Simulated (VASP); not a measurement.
Set up this calculation in VASP 6.6.1, as the native input.

```
Task                   : single point
Functional             : r2SCAN
Potentials or basis    : VASP PAW PBE potentials, release 64 (C)
Cutoff                 : 520 eV
k mesh                 : 10 × 10 × 2
Occupations            : gaussian, width 0.05 eV
Spin                   : no spin polarisation
Dipole correction      : no
Further INCAR settings : ALGO = Normal; EDIFF = 1e-06; NBANDS = 36
```

Crystal: C.

```
C
1.0
     1.78014   -1.78014    0.00000
     1.78014    0.00000   -1.78014
     7.40924    7.40924    7.40924
C
12
Direct
  0.66667 0.66667 0.26031
  0.00000 0.00000 0.10014
  0.33333 0.33333 0.42049
  0.66667 0.66667 0.74083
  0.00000 0.00000 0.58066
  0.33333 0.33333 0.90101
  0.66667 0.66667 0.38044
  0.00000 0.00000 0.22027
  0.33333 0.33333 0.54062
  0.66667 0.66667 0.86096
  0.00000 0.00000 0.70079
  0.33333 0.33333 0.06010
```

These files were run (other wordings do the same):

POSCAR

```
C
1.0
    1.7801417073     -1.7801417073      0.0000000000
    1.7801417073      0.0000000000     -1.7801417073
    7.4092419639      7.4092419639      7.4092419639
C
12
Direct
    0.6666666667      0.6666666667      0.2603132967
    0.0000000000      0.0000000000      0.1001402123
    0.3333333333      0.3333333333      0.4204863811
    0.6666666667      0.6666666667      0.7408325498
    1.0000000000      1.0000000000      0.5806594655
    0.3333333333      0.3333333333      0.9010056342
    0.6666666667      0.6666666667      0.3804431100
    1.0000000000      1.0000000000      0.2202700256
    0.3333333333      0.3333333333      0.5406161944
    0.6666666667      0.6666666667      0.8609623631
    0.0000000000      0.0000000000      0.7007892787
    0.3333333333      0.3333333333      0.0600969413
```

INCAR.step1

```
SYSTEM = C
ALGO = Normal
EDIFF = 1E-4
ENCUT = 520
GGA = PE
ISMEAR = 0
LASPH = .True.
LCHARG = .False.
LREAL = .False.
LWAVE = .True.
NBANDS = 36
NELM = 80
PREC = Accurate
SIGMA = 0.05
```

INCAR.step2

```
SYSTEM = C
ALGO = Normal
EDIFF = 1E-6
ENCUT = 520
ISIF = 2
ISMEAR = 0
ISTART = 1
LASPH = .True.
LCHARG = .False.
LMIXTAU = .True.
LREAL = .False.
LWAVE = .False.
METAGGA = R2SCAN
NBANDS = 36
NELM = 80
PREC = Accurate
SIGMA = 0.05
```

KPOINTS

```
k-points
0
Gamma
  10 10 2
  0 0 0
```

Potentials or basis: VASP PAW PBE potentials, release 64 (C).

Run with:

```sh
$ cat potpaw_PBE.64/C/POTCAR > POTCAR
$ cp INCAR.step1 INCAR
$ mpirun -np 1 vasp_std > vasp.out
$ cp INCAR.step2 INCAR
$ mpirun -np 1 vasp_std > vasp.out
```

It gave:

```
Pressure               : -6.7 GPa
Largest force          : 2.325 eV/Å
Band gap on the k mesh : 3.20 eV, indirect (least direct gap 3.70 eV)
```

Caveat: the PAW data sets were made with another functional, which shifts forces and pressure a little.

Wall time 5 min on 1 thread of Intel Xeon 8259CL (shared host), peak memory 0.21 GiB.
